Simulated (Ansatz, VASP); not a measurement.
Two plane-wave programs on Mg

```
CELL_PARAMETERS angstrom
0.00000 2.24426 2.24426
2.24426 0.00000 2.24426
2.24426 2.24426 0.00000
ATOMIC_POSITIONS crystal
Mg 0.00000 0.00000 0.00000
```

Alike in both runs: task single point; functional PBE; k mesh 16 × 16 × 16; occupations gaussian, width 0.1 eV; no spin polarisation.

|  | VASP | Ansatz |
| --- | --- | --- |
| version | VASP 6.6.1 | Ansatz 0.2.0 |
| potentials or method | VASP PAW PBE potentials, release 64 (Mg), cutoff 520 eV | scalar-relativistic, plane waves, PAW |
| valence electrons in the cell | 2 | 10 |

|  | VASP | Ansatz | Ansatz less VASP |
| --- | --- | --- | --- |
| gap on the k mesh at the Fermi level (eV) | none | none | - |
| pressure (GPa) | 0.7 | 0.8 | +0.12 |

A gap of «none» marks a metal or a gap that the smearing closes. VASP's potentials hold 2 valence electrons a cell and Ansatz's 10, so a difference there can come from the potentials and not from the codes.
